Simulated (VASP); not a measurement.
# Na2Li (P3_221) in VASP: notebook

Na2Li is run at these levels: PBE; tasks: single point.

Everything below comes from runs of VASP 6.6.1. Logs are shortened: lines on timing, memory, paths and dates and some standing lists are left out, and cuts for length are marked.

### 1 The cell of the first run

The structure is trigonal, space group P3_221 (No. 154). Conventional cell: a = 7.488 Å, b = 7.488 Å, c = 5.988 Å, α = 90.00°, β = 90.00°, γ = 120.00°. Na (site symmetry 1) has 4 Li at 3.15 to 3.83 Å and 7 Na at 3.29 to 4.06 Å within 4.1 Å. Within 4.1 Å of Li (site symmetry 2) lie 8 Na at 3.15 to 3.83 Å and 2 Li at 3.28 Å.

### 2 Single point, PBE

File INCAR:

```
PREC = Accurate
ENCUT = 520
EDIFF = 1E-6
ISMEAR = 0
SIGMA = 0.1
LREAL = False
LASPH = True
NELM = 80
ALGO = Normal
ISIF = 2
LWAVE = False
LCHARG = False
GGA = PE
NBANDS = 36
```

File KPOINTS:

```
Automatic mesh
0
Gamma
  3 3 4
```

File POSCAR:

```
Na2Li
1.0
    7.4879175554     -0.0000000001      0.0000000000
   -3.7439587776      6.4847268244      0.0000000000
    0.0000000000      0.0000000000      5.9883033899
Na Li
6 3
Direct
    0.4421812658      0.2758023382      0.2178364525
    0.7241976618      0.1663789276      0.8845031192
    0.8336210724      0.5578187342      0.5511697859
    0.2758023382      0.4421812658      0.7821635475
    0.1663789276      0.7241976618      0.1154968808
    0.5578187342      0.8336210724      0.4488302141
    0.2006703868      0.0000000000      0.6666666667
    0.0000000000      0.2006703868      0.3333333333
    0.7993296132      0.7993296132      0.0000000000
```

Potentials or basis: VASP PAW PBE potentials, release 64 (Na_pv, Li_sv).

On the command line:

```bash
cat potpaw_PBE.64/Na_pv/POTCAR potpaw_PBE.64/Li_sv/POTCAR > POTCAR
mpirun -np 1 vasp_std > vasp.out
```

OUTCAR:

```text
PREC = Accurate
   ENCUT = 520
   EDIFF = 1E-6
   ISMEAR = 0
   LREAL = False
   LASPH = True
   NELM = 80
   ISIF = 2
   GGA = PE

 ion  position               nearest neighbor table
   1  0.442  0.276  0.218-
   2  0.724  0.166  0.885-
   3  0.834  0.558  0.551-
   4  0.276  0.442  0.782-
   5  0.166  0.724  0.115-
   6  0.558  0.834  0.449-
   7  0.201  0.000  0.667-
   8  0.000  0.201  0.333-
   9  0.799  0.799  0.000-

  LATTYP: Found a hexagonal cell.
 ALAT       =     7.4879175554
 C/A-ratio  =     0.7997288092

  Lattice vectors:

 A1 = (   7.4879175554,  -0.0000000001,   0.0000000000)
 A2 = (  -3.7439587776,   6.4847268244,   0.0000000000)
 A3 = (   0.0000000000,   0.0000000000,   5.9883033899)

Analysis of symmetry for initial positions (statically):
=====================================================================
 Subroutine PRICEL returns:
 Original cell was already a primitive cell.

 Routine SETGRP: Setting up the symmetry group for a
 hexagonal supercell.

 Subroutine GETGRP returns: Found  6 space group operations
 (whereof  2 operations were pure point group operations)
 out of a pool of 24 trial point group operations.

The static configuration has the point symmetry C_2 .
 The point group associated with its full space group is D_3 .

Analysis of symmetry for dynamics (positions and initial velocities):
=====================================================================
 Subroutine PRICEL returns:
 Original cell was already a primitive cell.

 Routine SETGRP: Setting up the symmetry group for a
 hexagonal supercell.

 Subroutine GETGRP returns: Found  6 space group operations
 (whereof  2 operations were pure point group operations)
 out of a pool of 24 trial point group operations.

The dynamic configuration has the point symmetry C_2 .
 The point group associated with its full space group is D_3 .

 Subroutine INISYM returns: Found  6 space group operations
 (whereof  2 operations are pure point group operations),
 and found     1 'primitive' translations

----------------------------------------------------------------------------------------

                                     Primitive cell

  volume of cell :     290.7746

  direct lattice vectors                    reciprocal lattice vectors
     7.487917555 -0.000000000  0.000000000     0.133548479  0.077104250  0.000000000
    -3.743958778  6.484726824  0.000000000     0.000000000  0.154208501  0.000000000
     0.000000000  0.000000000  5.988303390     0.000000000  0.000000000  0.166992207

  length of vectors
     7.487917555  7.487917555  5.988303390     0.154208501  0.154208501  0.166992207

  position of ions in fractional coordinates (direct lattice)
     0.442181266  0.275802338  0.217836453
     0.724197662  0.166378928  0.884503119
     0.833621072  0.557818734  0.551169786
     0.275802338  0.442181266  0.782163547
     0.166378928  0.724197662  0.115496881
     0.557818734  0.833621072  0.448830214
     0.200670387  1.000000000  0.666666667
     0.000000000  0.200670387  0.333333333
     0.799329613  0.799329613  0.000000000

  ion indices of the primitive-cell ions
   primitive index   ion index
                 1           1
                 2           2
                 3           3
                 4           4
                 5           5
                 6           6
                 7           7
                 8           8
                 9           9

----------------------------------------------------------------------------------------

 KPOINTS: Automatic mesh

Automatic generation of k-mesh.
 Grid dimensions read from file:
 generate k-points for:    3    3    4

 Generating k-lattice:

  Cartesian coordinates                     Fractional coordinates (reciprocal lattice)
     0.044516160  0.025701417  0.000000000     0.333333333  0.000000000  0.000000000
     0.000000000  0.051402834  0.000000000    -0.000000000  0.333333333  0.000000000
     0.000000000  0.000000000  0.041748052     0.000000000  0.000000000  0.250000000

  Length of vectors
     0.051402834  0.051402834  0.041748052

  Shift w.r.t. Gamma in fractional coordinates (k-lattice)
     0.000000000  0.000000000  0.000000000

 Subroutine IBZKPT returns following result:
 ===========================================

 Found     10 irreducible k-points:

 Following reciprocal coordinates:
            Coordinates               Weight
  0.000000  0.000000  0.000000      1.000000
  0.333333  0.000000  0.000000      6.000000
  0.333333  0.333333  0.000000      2.000000
  0.000000  0.000000  0.250000      2.000000
  0.333333  0.000000  0.250000      6.000000
  0.000000  0.333333  0.250000      6.000000
  0.333333  0.333333  0.250000      4.000000
  0.000000  0.000000  0.500000      1.000000
  0.333333  0.000000  0.500000      6.000000
  0.333333  0.333333  0.500000      2.000000
   k-points           NKPTS =     10   k-points in BZ     NKDIM =     10   number of bands    NBANDS=     36
   number of dos      NEDOS =    301   number of ions     NIONS =      9
   total plane-waves  NPLWV = 150528
   dimension x,y,z NGX =    56 NGY =   56 NGZ =   48
   dimension x,y,z NGXF=   112 NGYF=  112 NGZF=   96
   ions per type =               6   3
   NGX,Y,Z   is equivalent  to a cutoff of  12.43, 12.43, 13.33 a.u.
   NGXF,Y,Z  is equivalent  to a cutoff of  24.87, 24.87, 26.65 a.u.
 SYSTEM =  unknown system
   PREC   = accura    normal or accurate (medium, high low for compatibility)
   ISTART =      0    job   : 0-new  1-cont  2-samecut
   ICHARG =      2    charge: 1-file 2-atom 10-const
   ISPIN  =      1    spin polarized calculation?
   LNONCOLLINEAR =      F non collinear calculations
   LSORBIT =      F    spin-orbit coupling
   LASPH  =      T    aspherical Exc in radial PAW
   ENCUT  =  520.0 eV  38.22 Ry    6.18 a.u.  13.92 13.92 11.13*2*pi/ulx,y,z
   NELM   =     80;   NELMIN=  2; NELMDL= -5     # of ELM steps
   EDIFF  = 0.1E-05   stopping-criterion for ELM
   LREAL  =      F    real-space projection
   EDIFFG = 0.1E-04   stopping-criterion for IOM
   NSW    =      0    number of steps for IOM
   IBRION =     -1    ionic relax: 0-MD 1-quasi-New 2-CG
   NFREE  =      0    steps in history (QN), initial steepest desc. (CG)
   ISIF   =      2    stress and relaxation
   ISYM   =      2    0-nonsym 1-usesym 2-fastsym
   POTIM  = 0.5000    time-step for ionic-motion
   TEBEG  =    0.0;   TEEND  =   0.0 temperature during run
   PSTRESS=    0.0 pullay stress
   NELECT =      51.0000    total number of electrons
   NUPDOWN=      -1.0000    fix difference up-down
   EMIN   =  10.00;   EMAX   =-10.00  energy-range for DOS
   EFERMI =   0.00;   METHOD = LEGACY
   ISMEAR =     0;   SIGMA  =   0.10  broadening in eV -4-tet -1-fermi 0-gaus
   EFERMI_NEDOS =   21; number of points for ismear=-14 and -15
   IALGO  =     38    algorithm
   IMIX   =      4    mixing-type and parameters
     AMIX     =   0.40;   BMIX     =  1.00
     AMIX_MAG =   1.60;   BMIX_MAG =  1.00
  volume/ion in A,a.u.               =      32.31       218.03
  Fermi-wavevector in a.u.,A,eV,Ry     =   0.916388  1.731722 11.425722  0.839767
  Thomas-Fermi vector in A             =   2.041238
   LORBIT       =      0    0 simple, 1 ext, 2 COOP (PROOUT), +10 PAW based schemes
   GGA     = PE    functional components
   LHFCALC =     F    Hartree Fock is set to
   AEXX    =    0.0000 exact exchange contribution
   IVDW    =     0    specifies the selected vdW correction
   LEPSILON=     F    determine dielectric tensor
   LRPA    =     F    only Hartree local field effects (RPA)
 non-spin polarized calculation
 Gauss-broadening in eV      SIGMA  =   0.10
  energy-cutoff  :      520.00
  volume of cell :      290.77
 maximum number of plane-waves:      7854
 NGX is ok and might be reduce to    56
   NGX = 27   NGY = 27   NGZ = 23

 number of electron      50.9999992 magnetization

 Free energy of the ion-electron system (eV)
  ---------------------------------------------------
  ext. energy  EPLUGINS =         0.00000000
  ---------------------------------------------------
  free energy    TOTEN  =       -12.73708301 eV

  energy without entropy =      -12.70194989  energy(sigma->0) =      -12.71951645

 E-fermi :   0.3821     XC(G=0):  -6.5754

 val. band max:        0.3741248327   @ k =   0.3333   0.0000   0.5000
 cond. band min:       0.3827848077   @ k =   0.0000   0.0000   0.2500
 fundamental gap:      0.0086599750
 Fermi energy:         0.3821382145

 k-point     1 :       0.0000    0.0000    0.0000
  band No.  band energies     occupation
      1     -47.0295      2.00000
      2     -47.0277      2.00000
      3     -47.0277      2.00000
      4     -24.5365      2.00000
      5     -24.5360      2.00000
      6     -24.5360      2.00000
[... 28 lines left out ...]
     35       4.3278      0.00000
     36       4.3278      0.00000

 k-point     2 :       0.3333    0.0000    0.0000
  band No.  band energies     occupation
      1     -47.0295      2.00000
      2     -47.0277      2.00000
      3     -47.0277      2.00000
      4     -24.5375      2.00000
      5     -24.5371      2.00000
      6     -24.5363      2.00000
[... 28 lines left out ...]
     35       3.6959      0.00000
     36       3.8635      0.00000

 k-point     3 :       0.3333    0.3333    0.0000
  band No.  band energies     occupation
      1     -47.0296      2.00000
      2     -47.0277      2.00000
      3     -47.0277      2.00000
      4     -24.5383      2.00000
      5     -24.5369      2.00000
      6     -24.5369      2.00000
[... 28 lines left out ...]
     35       4.3508      0.00000
     36       4.3509      0.00000
[... 196 lines left out ...]
 k-point     9 :       0.3333    0.0000    0.5000
  band No.  band energies     occupation
      1     -47.0289      2.00000
      2     -47.0289      2.00000
      3     -47.0271      2.00000
      4     -24.5380      2.00000
      5     -24.5372      2.00000
      6     -24.5347      2.00000
[... 28 lines left out ...]
     35       3.9852      0.00000
     36       4.7417      0.00000

 k-point    10 :       0.3333    0.3333    0.5000
  band No.  band energies     occupation
      1     -47.0289      2.00000
      2     -47.0289      2.00000
      3     -47.0271      2.00000
      4     -24.5361      2.00000
      5     -24.5361      2.00000
      6     -24.5360      2.00000
[... 28 lines left out ...]
     35       5.0122      0.00000
     36       5.0122      0.00000

------------------------ aborting loop because EDIFF is reached ----------------------------------------

  FORCE on cell =-STRESS in cart. coord.  units (eV):
  Direction    XX          YY          ZZ          XY          YZ          ZX
  --------------------------------------------------------------------------------------
  -------------------------------------------------------------------------------------
  Total        0.0371437      0.0371437     -0.3079031      0.0000000     -0.0000000     -0.0000000
  in kB        0.2046628      0.2046628     -1.6965559      0.0000000     -0.0000000     -0.0000000
  external PRESSURE =      -0.4290768 kB  Pullay stress =       0.0000000 kB

 VOLUME and BASIS-vectors are now :
 -----------------------------------------------------------------------------
  energy-cutoff  :      520.00
  volume of cell :      290.77
      direct lattice vectors                 reciprocal lattice vectors
     7.487917555 -0.000000000  0.000000000     0.133548479  0.077104250  0.000000000
    -3.743958778  6.484726824  0.000000000     0.000000000  0.154208501  0.000000000
     0.000000000  0.000000000  5.988303390     0.000000000  0.000000000  0.166992207

 POSITION                                       TOTAL-FORCE (eV/Angst)
 -----------------------------------------------------------------------------------
      2.27842      1.78850      1.30447        -0.012120     -0.007486      0.003838
      4.79982      1.07892      5.29667         0.012543     -0.006754      0.003838
      4.15364      3.61730      3.30057        -0.000423      0.014240      0.003838
      0.40968      2.86742      4.68383        -0.000423     -0.014240     -0.003838
     -1.46553      4.69622      0.69163        -0.012120      0.007486     -0.003838
      1.05586      5.40580      2.68773         0.012543      0.006754     -0.003838
      1.50260     -0.00000      3.99220        -0.012553      0.000000      0.000000
     -0.75130      1.30129      1.99610         0.006276     -0.010871      0.000000
      2.99266      5.18343      0.00000         0.006276      0.010871      0.000000
 -----------------------------------------------------------------------------------
    total drift:                               -0.000001     -0.000002      0.000001

  FREE ENERGIE OF THE ION-ELECTRON SYSTEM (eV)
  ---------------------------------------------------
  free  energy   TOTEN  =       -12.7370830142 eV

  energy  without entropy=      -12.7019498925  energy(sigma->0) =      -12.71951645
```

It took 79 s on 1 thread of AMD EPYC 7R13 (Zen 3), shared host; peak memory 0.38 GiB.

Results:

```yaml
Free_energy: -12.7371 eV
Largest_force: 0.015 eV/Å
```

Forces on the atoms (eV/Å):
```
Na  -0.012 -0.007  0.004
Na   0.013 -0.007  0.004
Na   0.000  0.014  0.004
Na   0.000 -0.014 -0.004
Na  -0.012  0.007 -0.004
Na   0.013  0.007 -0.004
Li  -0.013  0.000  0.000
Li   0.006 -0.011  0.000
Li   0.006  0.011  0.000
```

Levels at points of the mesh, in eV from the Fermi level:
| k point | band 23 | band 24 | band 25 | band 26 | band 27 | band 28 |
| --- | --- | --- | --- | --- | --- | --- |
| (0.00, 0.00, 0.00) | -0.21 | -0.13 | -0.13 | 0.04 | 0.04 | 0.21 |
| (0.00, 0.00, 0.50) | -2.37 | 0.42 | 0.48 | 0.48 | 0.70 | 0.70 |

Caveat: the cutoff is under 1.25 times the usual one of these potentials, so pressure, stress and relaxed cells hold a basis-set (Pulay) error.

[end of part 1 of 2]
